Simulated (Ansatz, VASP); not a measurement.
## Two plane-wave programs on Li5Os

```
Li Os
1.0
     5.14442    0.00000    0.00000
    -2.57221    4.45520    0.00000
     0.00000    0.00000    8.55512
Li Os
5 1
Direct
  0.33333 0.16666 0.50000
  0.83334 0.16667 0.50000
  0.83333 0.66667 0.50000
  0.33333 0.66667 0.22383
  0.33333 0.66667 0.77617
  0.33333 0.66667 0.50000
```

Alike in both runs: functional PBE; k mesh 6 × 6 × 4; occupations gaussian, width 0.1 eV; no spin polarisation.

Ansatz relaxed the structure, and its values are those at the end. VASP's run is a single point on that final structure, the one shown.

|  | VASP | Ansatz |
| --- | --- | --- |
| version | VASP 6.6.1 | Ansatz 0.2.0 |
| potentials or method | VASP PAW PBE potentials, release 64 (Li_sv, Os), cutoff 520 eV | scalar-relativistic, plane waves, PAW |
| valence electrons in the cell | 23 | 31 |

```csv
,VASP,Ansatz,Ansatz less VASP
gap on the k mesh at the Fermi level (eV),none,none,-
rms of the force components (eV/Å),0.006,0.000,-0.0059
```

A gap of «none» marks a metal or a gap that the smearing closes. The functional is the same, so the differences come from potentials, cutoffs and numerics. VASP's potentials hold 23 valence electrons a cell and Ansatz's 31, so a difference there can come from the potentials and not from the codes.

Neither program's run includes spin-orbit coupling. Noted on VASP's run: the cutoff is short for stress, so the pressure is rough.
